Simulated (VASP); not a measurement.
# ZrC in VASP: a series of runs

The runs below take ZrC through single point, with PBE.

Program: VASP 6.6.1. These are calculated values, not measurements. Logs are shortened: lines on timing, memory, paths and dates and some standing lists are left out, and cuts for length are marked.

### Step 1. The cell of the first run

It takes space group Fm-3m (No. 225, cubic). Conventional cell: a = 4.700 Å, b = 4.700 Å, c = 4.700 Å, α = 90.00°, β = 90.00°, γ = 90.00°. Within 3.1 Å of Zr (site symmetry m-3m) lie 6 C at 2.35 Å. C (site symmetry m-3m) has 6 Zr at 2.35 Å within 3.1 Å.

### Step 2. Single point, PBE

Contents of INCAR:

```
PREC = Accurate ; ENCUT = 520
EDIFF = 1E-6 ; ISMEAR = -1
SIGMA = 0.05 ; LREAL = F
LASPH = T ; NELM = 100
ALGO = Normal ; ISIF = 2
LWAVE = F ; LCHARG = F
GGA = PE ; NBANDS = 15
```

Contents of KPOINTS:

```
Automatic mesh
0
Gamma
  15 15 15
```

Contents of POSCAR:

```
ZrC
1.0
    0.0000000000      2.3502100000      2.3502100000
    2.3502100000      0.0000000000      2.3502100000
    2.3502100000      2.3502100000      0.0000000000
Zr C
1 1
Direct
    0.5000000000      0.5000000000      0.5000000000
    0.0000000000      0.0000000000      0.0000000000
```

Potentials or basis: VASP PAW PBE potentials, release 64 (Zr_sv, C).

Started as:

```sh
$ cat potpaw_PBE.64/Zr_sv/POTCAR potpaw_PBE.64/C/POTCAR > POTCAR
$ mpirun -np 1 vasp_std > vasp.out
```

OUTCAR:

```text
PREC = Accurate
   ENCUT = 520
   EDIFF = 1E-6
   ISMEAR = -1
   LREAL = F
   LASPH = T
   NELM = 100
   ISIF = 2
   GGA = PE

 ion  position               nearest neighbor table
   1  0.500  0.500  0.500-   2 2.35   2 2.35   2 2.35   2 2.35   2 2.35   2 2.35
   2  0.000  0.000  0.000-   1 2.35   1 2.35   1 2.35   1 2.35   1 2.35   1 2.35

  LATTYP: Found a face centered cubic cell.
 ALAT       =     4.7004200000

  Lattice vectors:

 A1 = (   0.0000000000,   2.3502100000,   2.3502100000)
 A2 = (   2.3502100000,   0.0000000000,   2.3502100000)
 A3 = (   2.3502100000,   2.3502100000,   0.0000000000)

Analysis of symmetry for initial positions (statically):
=====================================================================
 Subroutine PRICEL returns:
 Original cell was already a primitive cell.

 Routine SETGRP: Setting up the symmetry group for a
 face centered cubic supercell.

 Subroutine GETGRP returns: Found 48 space group operations
 (whereof 48 operations were pure point group operations)
 out of a pool of 48 trial point group operations.

The static configuration has the point symmetry O_h .

Analysis of symmetry for dynamics (positions and initial velocities):
=====================================================================
 Subroutine PRICEL returns:
 Original cell was already a primitive cell.

 Routine SETGRP: Setting up the symmetry group for a
 face centered cubic supercell.

 Subroutine GETGRP returns: Found 48 space group operations
 (whereof 48 operations were pure point group operations)
 out of a pool of 48 trial point group operations.

The dynamic configuration has the point symmetry O_h .

 Subroutine INISYM returns: Found 48 space group operations
 (whereof 48 operations are pure point group operations),
 and found     1 'primitive' translations

----------------------------------------------------------------------------------------

                                     Primitive cell

  volume of cell :      25.9627

  direct lattice vectors                    reciprocal lattice vectors
     0.000000000  2.350210000  2.350210000    -0.212746946  0.212746946  0.212746946
     2.350210000  0.000000000  2.350210000     0.212746946 -0.212746946  0.212746946
     2.350210000  2.350210000  0.000000000     0.212746946  0.212746946 -0.212746946

  length of vectors
     3.323698856  3.323698856  3.323698856     0.368488520  0.368488520  0.368488520

  position of ions in fractional coordinates (direct lattice)
     0.500000000  0.500000000  0.500000000
     0.000000000  0.000000000  0.000000000

  ion indices of the primitive-cell ions
   primitive index   ion index
                 1           1
                 2           2

----------------------------------------------------------------------------------------

 KPOINTS: Automatic mesh

Automatic generation of k-mesh.
 Grid dimensions read from file:
 generate k-points for:   15   15   15

 Generating k-lattice:

  Cartesian coordinates                     Fractional coordinates (reciprocal lattice)
    -0.014183130  0.014183130  0.014183130     0.066666667  0.000000000  0.000000000
     0.014183130 -0.014183130  0.014183130     0.000000000  0.066666667  0.000000000
     0.014183130  0.014183130 -0.014183130     0.000000000  0.000000000  0.066666667

  Length of vectors
     0.024565901  0.024565901  0.024565901

  Shift w.r.t. Gamma in fractional coordinates (k-lattice)
     0.000000000  0.000000000  0.000000000

 Subroutine IBZKPT returns following result:
 ===========================================

 Found    120 irreducible k-points:

 Following reciprocal coordinates:
            Coordinates               Weight
  0.000000  0.000000  0.000000      1.000000
  0.066667  0.000000  0.000000      8.000000
  0.133333  0.000000  0.000000      8.000000
  0.200000  0.000000  0.000000      8.000000
  0.266667  0.000000  0.000000      8.000000
  0.333333  0.000000  0.000000      8.000000
[... 16 lines left out ...]
  0.133333  0.133333  0.000000      6.000000
  0.200000  0.133333  0.000000     24.000000
 [... further k-points ...]
   k-points           NKPTS =    120   k-points in BZ     NKDIM =    120   number of bands    NBANDS=     15
   number of dos      NEDOS =    301   number of ions     NIONS =      2
   total plane-waves  NPLWV =  21952
   dimension x,y,z NGX =    28 NGY =   28 NGZ =   28
   dimension x,y,z NGXF=    56 NGYF=   56 NGZF=   56
   ions per type =               1   1
   NGX,Y,Z   is equivalent  to a cutoff of  14.01, 14.01, 14.01 a.u.
   NGXF,Y,Z  is equivalent  to a cutoff of  28.01, 28.01, 28.01 a.u.
 SYSTEM =  unknown system
   PREC   = accura    normal or accurate (medium, high low for compatibility)
   ISTART =      0    job   : 0-new  1-cont  2-samecut
   ICHARG =      2    charge: 1-file 2-atom 10-const
   ISPIN  =      1    spin polarized calculation?
   LNONCOLLINEAR =      F non collinear calculations
   LSORBIT =      F    spin-orbit coupling
   LASPH  =      T    aspherical Exc in radial PAW
   ENCUT  =  520.0 eV  38.22 Ry    6.18 a.u.   6.18  6.18  6.18*2*pi/ulx,y,z
   NELM   =    100;   NELMIN=  2; NELMDL= -5     # of ELM steps
   EDIFF  = 0.1E-05   stopping-criterion for ELM
   LREAL  =      F    real-space projection
   EDIFFG = 0.1E-04   stopping-criterion for IOM
   NSW    =      0    number of steps for IOM
   IBRION =     -1    ionic relax: 0-MD 1-quasi-New 2-CG
   NFREE  =      0    steps in history (QN), initial steepest desc. (CG)
   ISIF   =      2    stress and relaxation
   ISYM   =      2    0-nonsym 1-usesym 2-fastsym
   POTIM  = 0.5000    time-step for ionic-motion
   TEBEG  =    0.0;   TEEND  =   0.0 temperature during run
   PSTRESS=    0.0 pullay stress
   NELECT =      16.0000    total number of electrons
   NUPDOWN=      -1.0000    fix difference up-down
   EMIN   =  10.00;   EMAX   =-10.00  energy-range for DOS
   EFERMI =   0.00;   METHOD = LEGACY
   ISMEAR =    -1;   SIGMA  =   0.05  broadening in eV -4-tet -1-fermi 0-gaus
   EFERMI_NEDOS =   21; number of points for ismear=-14 and -15
   IALGO  =     38    algorithm
   IMIX   =      4    mixing-type and parameters
     AMIX     =   0.40;   BMIX     =  1.00
     AMIX_MAG =   1.60;   BMIX_MAG =  1.00
  volume/ion in A,a.u.               =      12.98        87.60
  Fermi-wavevector in a.u.,A,eV,Ry     =   1.393151  2.632673 26.407131  1.940869
  Thomas-Fermi vector in A             =   2.516825
   LORBIT       =      0    0 simple, 1 ext, 2 COOP (PROOUT), +10 PAW based schemes
   GGA     = PE    functional components
   LHFCALC =     F    Hartree Fock is set to
   AEXX    =    0.0000 exact exchange contribution
   IVDW    =     0    specifies the selected vdW correction
   LEPSILON=     F    determine dielectric tensor
   LRPA    =     F    only Hartree local field effects (RPA)
 non-spin polarized calculation
  energy-cutoff  :      520.00
  volume of cell :       25.96
 maximum number of plane-waves:       725
 NGX is ok and might be reduce to    28
   NGX = 13   NGY = 13   NGZ = 13

 number of electron      16.0000000 magnetization

 Free energy of the ion-electron system (eV)
  ---------------------------------------------------
  ext. energy  EPLUGINS =         0.00000000
  ---------------------------------------------------
  free energy    TOTEN  =       -19.46214484 eV

  energy without entropy =      -19.45959923  energy(sigma->0) =      -19.46087204

 E-fermi :   9.6037     XC(G=0): -12.1333

 val. band max:        9.5970718088   @ k =   0.3333   0.2667   0.0000
 cond. band min:       9.6201711670   @ k =   0.4000   0.3333   0.0000
 fundamental gap:      0.0230993582
 Fermi energy:         9.6036874139

 k-point     1 :       0.0000    0.0000    0.0000
  band No.  band energies     occupation
      1     -38.4919      2.00000
      2     -16.2025      2.00000
      3     -16.2025      2.00000
      4     -16.2025      2.00000
      5      -1.6941      2.00000
      6      10.5472      0.00000
      7      10.5472      0.00000
      8      10.5472      0.00000
      9      10.7071      0.00000
     10      10.7071      0.00000
     11      10.7071      0.00000
     12      12.4253      0.00000
     13      12.4253      0.00000
     14      16.9211      0.00000
     15      20.0775      0.00000

 k-point     2 :       0.0667    0.0000    0.0000
  band No.  band energies     occupation
      1     -38.4876      2.00000
      2     -16.2422      2.00000
      3     -16.2059      2.00000
      4     -16.2059      2.00000
      5      -1.5927      2.00000
      6       9.7455      0.11078
      7       9.9543      0.00180
      8       9.9543      0.00180
      9      10.9366      0.00000
     10      10.9366      0.00000
     11      11.2774      0.00000
     12      12.9984      0.00000
     13      12.9984      0.00000
     14      17.1414      0.00000
     15      20.3558      0.00000

 k-point     3 :       0.1333    0.0000    0.0000
  band No.  band energies     occupation
      1     -38.4753      2.00000
      2     -16.3532      2.00000
      3     -16.2157      2.00000
      4     -16.2157      2.00000
      5      -1.3005      2.00000
      6       8.7222      2.00000
      7       9.1220      1.99987
      8       9.1220      1.99987
      9      11.2571      0.00000
     10      11.2571      0.00000
     11      11.7176      0.00000
     12      14.1266      0.00000
     13      14.1266      0.00000
     14      17.7021      0.00000
     15      21.1112      0.00000
[... 343 lines left out ...]
 k-point    23 :       0.1333    0.1333    0.0000
  band No.  band energies     occupation
      1     -38.4698      2.00000
      2     -16.3423      2.00000
      3     -16.2499      2.00000
      4     -16.2499      2.00000
      5      -1.2031      2.00000
      6       7.9499      2.00000
      7       9.5125      1.72180
      8       9.5125      1.72179
      9      10.0420      0.00031
     10      12.4963      0.00000
     11      12.4963      0.00000
     12      12.6562      0.00000
     13      14.7799      0.00000
     14      18.2648      0.00000
     15      21.4556      0.00000

 k-point    24 :       0.2000    0.1333    0.0000
  band No.  band energies     occupation
      1     -38.4562      2.00000
      2     -16.4445      2.00000
      3     -16.2728      2.00000
      4     -16.2637      2.00000
      5      -0.9135      2.00000
      6       7.2750      2.00000
      7       8.9187      2.00000
      8       9.1684      1.99967
      9      10.1841      0.00002
     10      12.5564      0.00000
     11      12.9593      0.00000
     12      13.5830      0.00000
     13      15.4877      0.00000
     14      18.9996      0.00000
     15      22.2356      0.00000

 [... further k-points ...]
[... 5 lines left out ...]
  --------------------------------------------------------------------------------------
  -------------------------------------------------------------------------------------
  Total        0.2305501      0.2305501      0.2305501     -0.0000000     -0.0000000     -0.0000000
  in kB       14.2274095     14.2274095     14.2274095     -0.0000000     -0.0000000     -0.0000000
  external PRESSURE =      14.2274095 kB  Pullay stress =       0.0000000 kB

 VOLUME and BASIS-vectors are now :
 -----------------------------------------------------------------------------
  energy-cutoff  :      520.00
  volume of cell :       25.96
      direct lattice vectors                 reciprocal lattice vectors
     0.000000000  2.350210000  2.350210000    -0.212746946  0.212746946  0.212746946
     2.350210000  0.000000000  2.350210000     0.212746946 -0.212746946  0.212746946
     2.350210000  2.350210000  0.000000000     0.212746946  0.212746946 -0.212746946

 POSITION                                       TOTAL-FORCE (eV/Angst)
 -----------------------------------------------------------------------------------
      2.35021      2.35021      2.35021         0.000000      0.000000      0.000000
      0.00000      0.00000      0.00000         0.000000     -0.000000     -0.000000
 -----------------------------------------------------------------------------------
    total drift:                                0.000000      0.000000      0.000000

  FREE ENERGIE OF THE ION-ELECTRON SYSTEM (eV)
  ---------------------------------------------------
  free  energy   TOTEN  =       -19.4621448448 eV

  energy  without entropy=      -19.4595992298  energy(sigma->0) =      -19.46087204
```

It took 24 s on 1 thread of Intel Xeon 6975P-C (Granite Rapids), shared host; peak memory 0.18 GiB.

What came out:

| Property | Result |
| --- | --- |
| Free energy | -19.4621 eV |
| Pressure | 1.4 GPa |
| Band gap on the k mesh | zero (band 8 reaches 10.55 eV, above the bottom of band 9 at 9.25 eV) |

[end of part 1 of 2]
